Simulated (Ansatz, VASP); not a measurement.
# MoS2: VASP beside Ansatz

```
CELL_PARAMETERS angstrom
3.16900 0.00000 0.00000
-1.58450 2.74443 0.00000
0.00000 0.00000 12.32400
ATOMIC_POSITIONS crystal
Mo 0.66667 0.33333 0.75000
Mo 0.33333 0.66667 0.25000
S 0.66667 0.33333 0.37700
S 0.33333 0.66667 0.87700
S 0.66667 0.33333 0.12300
S 0.33333 0.66667 0.62300
```

Alike in both runs: functional PBEsol; k mesh 10 × 10 × 3; occupations fermi-dirac, width 0.05 eV; non-collinear spin, spin-orbit coupling.

|  | VASP | Ansatz |
| --- | --- | --- |
| version | VASP 6.6.1 | Ansatz 0.2.0 |
| potentials or method | VASP PAW PBE potentials, release 64 (Mo_sv, S) | Ansatz PAW |
| plane-wave cutoff (eV) | 520 | 420 |
| valence electrons in the cell | 52 | 52 |
| task | single point | band structure |

|  | VASP | Ansatz | Ansatz less VASP |
| --- | --- | --- | --- |
| pressure (GPa) | -3.0 | -3.0 | +0.01 |
| traceless stress, the component that is largest in VASP (GPa) | 0.59 | 0.61 | +0.021 |
| rms of the force components (eV/Å) | 0.146 | 0.147 | +0.0015 |
| net moment per atom (μB) | 0.00 | 0.00 | 0.000 |

VASP's potentials were made for PBE, not for PBEsol. Atom by atom the forces differ by 0.002 eV/Å (rms over components). The functional is the same, so the differences come from potentials, cutoffs and numerics.
